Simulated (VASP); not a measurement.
# TaN: vibrations by perturbation theory with PBEsol

The system is TaN.

```
CELL_PARAMETERS angstrom
0.00000 2.15201 2.15201
2.15201 0.00000 2.15201
2.15201 2.15201 0.00000
ATOMIC_POSITIONS crystal
Ta 0.50000 0.50000 0.50000
N 0.00000 0.00000 0.00000
```

```json
{
 "Program": "VASP 6.6.1",
 "Task": "vibrations by perturbation theory",
 "Functional": "PBEsol",
 "Potentials or basis": "VASP PAW PBE potentials, release 64 (Ta_pv, N)",
 "Cutoff": "520 eV",
 "k mesh": "16 × 16 × 16",
 "Occupations": "fermi-dirac, width 0.15 eV",
 "Spin": "no spin polarisation",
 "Dipole correction": "no",
 "Further INCAR settings": "ALGO = Normal; EDIFF = 1e-08; IBRION = 8; NSW = 1"
}
```

| Quantity | Value |
| --- | --- |
| Highest phonon frequency at Γ, LO-TO splitting left out | 477 cm⁻¹ |

Phonon frequencies in cm⁻¹ (negative: imaginary):
| q point | frequencies |
| --- | --- |
| (0.000, 0.000, 0.000) | 0 0 0 477 477 477 |

It took 3.4 min on 1 thread of AMD EPYC 9R45 96-Core Processor (Zen 5) (shared host), peak memory 0.3 GiB.

Caveat: the cell wasn't relaxed at this level first, which shifts response properties.
